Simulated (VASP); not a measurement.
# TaSi5 (P6/mmm) in VASP: further runs

The runs below take TaSi5 through single point, with PBE.

All numbers are computed with VASP 6.6.1; they aren't measurements. Logs are shortened: lines on timing, memory, paths and dates and some standing lists are left out, and cuts for length are marked.

## (1) The cell of the first run

The structure is hexagonal, space group P6/mmm (No. 191). Conventional cell: a = 4.499 Å, b = 4.499 Å, c = 5.079 Å, α = 90.00°, β = 90.00°, γ = 120.00°. Ta (site symmetry 6/mmm) has 14 Si at 2.54 to 2.89 Å within 3.4 Å. Within 3.3 Å of Si (site symmetry 3m) lie 8 Si at 2.53 to 2.89 Å and 3 Ta at 2.89 Å. Si (site symmetry 6/mmm) has 2 Ta at 2.54 Å and 12 Si at 2.89 Å within 3.4 Å.

## (2) Single point, PBE

The input, INCAR:

```
PREC     = Accurate       # precision mode
ENCUT    = 520            # plane-wave cutoff, eV
EDIFF    = 1E-7           # SCF threshold, eV
ISMEAR   = 0              # smearing method
SIGMA    = 0.1            # smearing width, eV
LREAL    = False          # projectors in reciprocal space
LASPH    = True           # aspherical terms in the spheres
NELM     = 80             # most SCF steps
ALGO     = Normal         # electronic algorithm
ISIF     = 2              # what is computed and relaxed
LWAVE    = False          # write WAVECAR
LCHARG   = False          # write CHGCAR
GGA      = PE             # functional
NBANDS   = 24             # bands
```

The input, KPOINTS:

```
regular mesh
0
Gamma
  6 6 4
```

The input, POSCAR:

```
TaSi5
1.0
    4.4991565078      0.0000000000      0.0000000000
   -2.2495782539      3.8963838314      0.0000000000
    0.0000000000      0.0000000000      5.0785693805
Ta Si
1 5
Direct
    0.0000000000      0.0000000000      0.0000000000
    0.3333333333      0.6666666667      0.7511676296
    0.3333333333      0.6666666667      0.2488323704
    0.6666666667      0.3333333333      0.2488323704
    0.6666666667      0.3333333333      0.7511676296
    0.0000000000      0.0000000000      0.5000000000
```

Potentials or basis: VASP PAW PBE potentials, release 64 (Ta_pv, Si).

Launch:

```bash
cat potpaw_PBE.64/Ta_pv/POTCAR potpaw_PBE.64/Si/POTCAR > POTCAR
mpirun -np 1 vasp_std > vasp.out
```

OUTCAR:

```text
PREC = Accurate
   ENCUT = 520
   EDIFF = 1E-7
   ISMEAR = 0
   LREAL = False
   LASPH = True
   NELM = 80
   ISIF = 2
   GGA = PE

 ion  position               nearest neighbor table
   1  0.000  0.000  0.000-   6 2.54   6 2.54   4 2.89   5 2.89   2 2.89   3 2.89   4 2.89   5 2.89
                             2 2.89   3 2.89   4 2.89   5 2.89   2 2.89   3 2.89
   2  0.333  0.667  0.751-   3 2.53   3 2.55   5 2.60   5 2.60   5 2.60   1 2.89   1 2.89   1 2.89
                             6 2.89   6 2.89   6 2.89
   3  0.333  0.667  0.249-   2 2.53   2 2.55   4 2.60   4 2.60   4 2.60   1 2.89   1 2.89   1 2.89
                             6 2.89   6 2.89   6 2.89
   4  0.667  0.333  0.249-   5 2.53   5 2.55   3 2.60   3 2.60   3 2.60   1 2.89   1 2.89   1 2.89
                             6 2.89   6 2.89   6 2.89
   5  0.667  0.333  0.751-   4 2.53   4 2.55   2 2.60   2 2.60   2 2.60   1 2.89   1 2.89   1 2.89
                             6 2.89   6 2.89   6 2.89
   6  0.000  0.000  0.500-   1 2.54   1 2.54   3 2.89   4 2.89   5 2.89   2 2.89   4 2.89   5 2.89
                             2 2.89   3 2.89   4 2.89   5 2.89   2 2.89   3 2.89

  LATTYP: Found a hexagonal cell.
 ALAT       =     4.4991565078
 C/A-ratio  =     1.1287825555

  Lattice vectors:

 A1 = (   4.4991565078,   0.0000000000,   0.0000000000)
 A2 = (  -2.2495782539,   3.8963838314,   0.0000000000)
 A3 = (   0.0000000000,   0.0000000000,   5.0785693805)

Analysis of symmetry for initial positions (statically):
=====================================================================
 Subroutine PRICEL returns:
 Original cell was already a primitive cell.

 Routine SETGRP: Setting up the symmetry group for a
 hexagonal supercell.

 Subroutine GETGRP returns: Found 24 space group operations
 (whereof 24 operations were pure point group operations)
 out of a pool of 24 trial point group operations.

The static configuration has the point symmetry D_6h.

Analysis of symmetry for dynamics (positions and initial velocities):
=====================================================================
 Subroutine PRICEL returns:
 Original cell was already a primitive cell.

 Routine SETGRP: Setting up the symmetry group for a
 hexagonal supercell.

 Subroutine GETGRP returns: Found 24 space group operations
 (whereof 24 operations were pure point group operations)
 out of a pool of 24 trial point group operations.

The dynamic configuration has the point symmetry D_6h.

 Subroutine INISYM returns: Found 24 space group operations
 (whereof 24 operations are pure point group operations),
 and found     1 'primitive' translations

[... 102 lines left out ...]
   IBRION =     -1    ionic relax: 0-MD 1-quasi-New 2-CG
   NFREE  =      0    steps in history (QN), initial steepest desc. (CG)
   ISIF   =      2    stress and relaxation
   ISYM   =      2    0-nonsym 1-usesym 2-fastsym
   POTIM  = 0.5000    time-step for ionic-motion
   TEBEG  =    0.0;   TEEND  =   0.0 temperature during run
   PSTRESS=    0.0 pullay stress
   NELECT =      31.0000    total number of electrons
   NUPDOWN=      -1.0000    fix difference up-down
   EMIN   =  10.00;   EMAX   =-10.00  energy-range for DOS
   EFERMI =   0.00;   METHOD = LEGACY
   ISMEAR =     0;   SIGMA  =   0.10  broadening in eV -4-tet -1-fermi 0-gaus
   EFERMI_NEDOS =   21; number of points for ismear=-14 and -15
   IALGO  =     38    algorithm
   IMIX   =      4    mixing-type and parameters
     AMIX     =   0.40;   BMIX     =  1.00
     AMIX_MAG =   1.60;   BMIX_MAG =  1.00
  volume/ion in A,a.u.               =      14.84       100.13
  Fermi-wavevector in a.u.,A,eV,Ry     =   1.151730  2.176454 18.047881  1.326482
  Thomas-Fermi vector in A             =   2.288386
   LORBIT       =      0    0 simple, 1 ext, 2 COOP (PROOUT), +10 PAW based schemes
   GGA     = PE    functional components
   LHFCALC =     F    Hartree Fock is set to
   AEXX    =    0.0000 exact exchange contribution
   IVDW    =     0    specifies the selected vdW correction
   LEPSILON=     F    determine dielectric tensor
   LRPA    =     F    only Hartree local field effects (RPA)
 non-spin polarized calculation
 Gauss-broadening in eV      SIGMA  =   0.10
  energy-cutoff  :      520.00
  volume of cell :       89.03
 maximum number of plane-waves:      2437
 NGX is ok and might be reduce to    36
   NGX = 17   NGY = 17   NGZ = 19

 number of electron      30.9999997 magnetization

 Free energy of the ion-electron system (eV)
  ---------------------------------------------------
  ext. energy  EPLUGINS =         0.00000000
  ---------------------------------------------------
  free energy    TOTEN  =       -37.71663900 eV

  energy without entropy =      -37.71167198  energy(sigma->0) =      -37.71415549

 E-fermi :   9.5761     XC(G=0): -11.5203

 val. band max:        9.3803941504   @ k =   0.3333   0.1667   0.0000
 cond. band min:       9.6080171854   @ k =   0.3333   0.0000   0.0000
 fundamental gap:      0.2276230350
 Fermi energy:         9.5760990210

 k-point     1 :       0.0000    0.0000    0.0000
  band No.  band energies     occupation
      1     -25.1797      2.00000
      2     -25.0888      2.00000
      3     -25.0888      2.00000
      4      -4.2816      2.00000
      5       1.1269      2.00000
      6       1.2089      2.00000
[... 556 lines left out ...]
     23      14.1692      0.00000
     24      14.1692      0.00000

------------------------ aborting loop because EDIFF is reached ----------------------------------------

  FORCE on cell =-STRESS in cart. coord.  units (eV):
  Direction    XX          YY          ZZ          XY          YZ          ZX
  --------------------------------------------------------------------------------------
  -------------------------------------------------------------------------------------
  Total        0.0151730      0.0151730     -0.0029649      0.0000000      0.0000000     -0.0000000
  in kB        0.2730526      0.2730526     -0.0533558      0.0000000      0.0000000     -0.0000000
  external PRESSURE =       0.1642498 kB  Pullay stress =       0.0000000 kB

 VOLUME and BASIS-vectors are now :
 -----------------------------------------------------------------------------
  energy-cutoff  :      520.00
  volume of cell :       89.03
      direct lattice vectors                 reciprocal lattice vectors
     4.499156508  0.000000000  0.000000000     0.222263884  0.128324113  0.000000000
    -2.249578254  3.896383831  0.000000000     0.000000000  0.256648226  0.000000000
     0.000000000  0.000000000  5.078569381     0.000000000  0.000000000  0.196905846

 POSITION                                       TOTAL-FORCE (eV/Angst)
 -----------------------------------------------------------------------------------
      0.00000      0.00000      0.00000        -0.000000      0.000000      0.000000
     -0.00000      2.59759      3.81486         0.000000     -0.000000     -0.024379
     -0.00000      2.59759      1.26371        -0.000000     -0.000000      0.024379
      2.24958      1.29879      1.26371        -0.000000     -0.000000      0.024379
      2.24958      1.29879      3.81486         0.000000      0.000000     -0.024379
      0.00000      0.00000      2.53928        -0.000000      0.000000      0.000000
 -----------------------------------------------------------------------------------
    total drift:                                0.000000     -0.000000     -0.000000

  FREE ENERGIE OF THE ION-ELECTRON SYSTEM (eV)
  ---------------------------------------------------
  free  energy   TOTEN  =       -37.7166389957 eV

  energy  without entropy=      -37.7116719831  energy(sigma->0) =      -37.71415549
```

stdout:

```text
POSCAR found type information on POSCAR TaSi
 POSCAR found :  2 types and       6 ions
 scaLAPACK will be used
 LDA part: xc-table for (Slater+PW92), standard interpolation
 POSCAR, INCAR and KPOINTS ok, starting setup
 FFT: planning ... GRIDC
 FFT: planning ... GRID_SOFT
 FFT: planning ... GRID
 WAVECAR not read
 entering main loop
```

It took 36 s on 1 thread of Intel Xeon Platinum 8259CL at 2.50GHz (Skylake/Cascade Lake), shared host; peak memory 0.23 GiB.

Results:

* Free energy: -37.7166 eV
* Pressure: 0.0 GPa
* Largest force: 0.024 eV/Å

Forces in eV/Å, atoms in the order of the input:
```
Ta   0.000  0.000  0.000
Si   0.000  0.000 -0.024
Si   0.000  0.000  0.024
Si   0.000  0.000  0.024
Si   0.000  0.000 -0.024
Si   0.000  0.000  0.000
```

Caveat: spin-orbit coupling is left out, which moves the levels of the heavy elements.

## (3) Single point, PBE

This run uses another cell than the first one, of 17.71 Å³/atom, 1.194 times its volume.

The input, INCAR:

```
SYSTEM = TaSi5
  PREC = Accurate
  ENCUT = 520
  EDIFF = 1E-6
  ISMEAR = 0
  SIGMA = 0.1
  LREAL = .FALSE.
  LASPH = .TRUE.
  NELM = 80
  ALGO = Normal
  ISIF = 2
  LWAVE = .FALSE.
  LCHARG = .FALSE.
  GGA = PE
  NBANDS = 24
```

The input, KPOINTS:

```
Automatic mesh
0
G
  6 6 4
  0 0 0
```

The input, POSCAR:

```
TaSi5
1.0
    4.4100788000      0.0000000000      0.0000000000
   -2.2050394000      3.8192402800      0.0000000000
    0.0000000000      0.0000000000      6.3097880300
Ta Si
1 5
Direct
    0.0000000000      0.0000000000      0.0000000000
    0.3333333300      0.6666666700      0.7580293900
    0.3333333300      0.6666666700      0.2419706100
    0.6666666700      0.3333333300      0.2419706100
    0.6666666700      0.3333333300      0.7580293900
    0.0000000000      0.0000000000      0.5000000000
```

Potentials or basis: VASP PAW PBE potentials, release 64 (Ta_pv, Si).

Launch:

```bash
cat potpaw_PBE.64/Ta_pv/POTCAR potpaw_PBE.64/Si/POTCAR > POTCAR
mpirun -np 1 vasp_std > vasp.out
```

It took 45 s on 1 thread of Intel Xeon Platinum 8259CL at 2.50GHz (Skylake/Cascade Lake), shared host; peak memory 0.25 GiB.

Results (log left out):

```
Free energy   : -35.3194 eV
Pressure      : -12.8 GPa
Largest force : 0.500 eV/Å
```

Forces in eV/Å, atoms in the order of the input:
```
Ta   0.000  0.000  0.000
Si   0.000  0.000  0.500
Si   0.000  0.000 -0.500
Si   0.000  0.000 -0.500
Si   0.000  0.000  0.500
Si   0.000  0.000  0.000
```

Stress tensor (GPa, compression positive):
```
 -9.82   0.00   0.00
  0.00  -9.82   0.00
  0.00   0.00 -18.86
```

Levels at points of the mesh, in eV from the Fermi level:
```
           k point  band 13  band 14  band 15  band 16  band 17  band 18
(0.00, 0.00, 0.00)    -1.79    -1.79    -1.68    -1.68    -0.66    -0.13
(0.50, 0.00, 0.00)    -1.75    -1.34     0.04     0.42     0.68     0.74
(0.00, 0.00, 0.50)    -2.51    -2.51    -2.25    -0.79     0.03     0.19
(0.50, 0.00, 0.50)    -1.59    -1.04    -0.61     0.07     0.33     0.35
```

Caveat: spin-orbit coupling is left out, which moves the levels of the heavy elements.

## (4) Single point, PBE

This run uses another cell than the first one, of 14.79 Å³/atom, 0.997 times its volume.

The input, INCAR:

```
SYSTEM = TaSi5
PREC     = Accurate       ! precision mode
ENCUT    = 520            ! plane-wave cutoff, eV
EDIFF    = 1E-7           ! SCF threshold, eV
ISMEAR   = 0              ! smearing method
SIGMA    = 0.1            ! smearing width, eV
LREAL    = .False.        ! projectors in reciprocal space
LASPH    = .True.         ! aspherical terms in the spheres
NELM     = 100            ! most SCF steps
ALGO     = Normal         ! electronic algorithm
ISIF     = 2              ! what is computed and relaxed
LWAVE    = .False.        ! write WAVECAR
LCHARG   = .False.        ! write CHGCAR
GGA      = PE             ! functional
NBANDS   = 24             ! bands
```

The input, KPOINTS:

```
regular mesh
0
Gamma
  12 12 8
  0 0 0
```

The input, POSCAR:

```
TaSi5
1.0
    4.4986706907      0.0000000000      0.0000000000
   -2.2493353453      3.8959631014      0.0000000000
    0.0000000000      0.0000000000      5.0625834166
Ta Si
1 5
Direct
    0.0000000000      0.0000000000      0.0000000000
    0.3333333333      0.6666666667      0.7521441449
    0.3333333333      0.6666666667      0.2478558551
    0.6666666667      0.3333333333      0.2478558551
    0.6666666667      0.3333333333      0.7521441449
    0.0000000000      0.0000000000      0.5000000000
```

Launch:

```bash
cat potpaw_PBE.64/Ta_pv/POTCAR potpaw_PBE.64/Si/POTCAR > POTCAR
mpirun -np 1 vasp_std > vasp.out
```

Wall time 2.4 min (1 thread of Intel Xeon Platinum 8259CL at 2.50GHz (Skylake/Cascade Lake), shared host); peak memory 0.33 GiB.

The run converged. Its results:

```
Free energy : -37.7366 eV
Pressure    : 0.0 GPa
```

Levels at points of the mesh, in eV from the Fermi level:
| k point | band 11 | band 12 | band 13 | band 14 | band 15 | band 16 | band 17 | band 18 | band 19 | band 20 |
| --- | --- | --- | --- | --- | --- | --- | --- | --- | --- | --- |
| (0.00, 0.00, 0.00) | -3.40 | -3.40 | -2.06 | -2.06 | -1.26 | -0.76 | -0.76 | 0.65 | 0.65 | 0.84 |
| (0.50, 0.00, 0.00) | -4.41 | -3.60 | -1.96 | -0.95 | -0.84 | 0.18 | 2.10 | 2.13 | 2.40 | 3.05 |
| (0.00, 0.00, 0.50) | -4.18 | -4.18 | -3.88 | -3.35 | -3.35 | -0.71 | -0.31 | -0.31 | 1.09 | 2.52 |
| (0.50, 0.00, 0.50) | -4.26 | -1.54 | -1.26 | -0.62 | 0.06 | 0.82 | 1.40 | 2.09 | 2.26 | 2.89 |

Caveat: spin-orbit coupling is left out, which moves the levels of the heavy elements.

## (5) Overview

```tsv
cell	k mesh	gap on the mesh (eV)	pressure (GPa)	largest force (eV/Å)
a = 4.499, b = 4.499, c = 5.079 Å, angles 90.0, 90.0, 120.0°, 6 atoms	6 × 6 × 4	none	0.0	0.02
a = 4.410, b = 4.410, c = 6.310 Å, angles 90.0, 90.0, 120.0°, 6 atoms	6 × 6 × 4	none	-12.8	0.50
a = 4.499, b = 4.499, c = 5.063 Å, angles 90.0, 90.0, 120.0°, 6 atoms	12 × 12 × 8	none	0.0	-
```

Alike in all rows: task single point; level PBE; potentials or basis VASP PAW PBE potentials, release 64 (Ta_pv, Si); no spin polarisation; cutoff (eV) 520; smearing gaussian 0.1 eV.

Caveats: spin-orbit coupling is left out, which moves the levels of the heavy elements.

Absolute energies hang on the potentials; compare differences alone.
